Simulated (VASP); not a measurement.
A run of VASP 6.6.1 is set up as follows.

Contents of INCAR:

```
ALGO = Normal
EDIFF = 1E-6
ENCUT = 520
GGA = CA
ISIF = 2
ISMEAR = 0
ISPIN = 2
LASPH = True
LCHARG = False
LMAXMIX = 4
LORBIT = 11
LREAL = False
LWAVE = False
MAGMOM = 0 0 0.25 0.25
NBANDS = 28
NELM = 150
NUPDOWN = 0.5
PREC = Accurate
SIGMA = 0.15
```

The input KPOINTS:

```
k-points
0
Gamma
  12 12 8
```

POSCAR

```
TePt
1.0
    4.0231984860      0.0000000000      0.0000000000
   -2.0115992430      3.4841920933      0.0000000000
    0.0000000000      0.0000000000      5.2745134137
Te Pt
2 2
Direct
    0.3333333333      0.6666666667      0.2500000000
    0.6666666667      0.3333333333      0.7500000000
    0.0000000000      0.0000000000      0.0000000000
    0.0000000000      0.0000000000      0.5000000000
```

Potentials or basis: VASP PAW LDA potentials, release 64 (Te, Pt).

Launch:

```bash
$ cat potpaw_LDA.64/Te/POTCAR potpaw_LDA.64/Pt/POTCAR > POTCAR
$ mpirun -np 1 vasp_std > vasp.out
```

Problem. What does it give for the pressure?

Solution. 26.3 GPa.

Stress tensor (GPa, compression positive):
```
25.64  0.00  0.00
 0.00 25.64  0.00
 0.00  0.00 27.66
```

Caveat: the cell stands under pressure; the total moment is fixed, so each spin has its own Fermi level and the state may be an excited one.
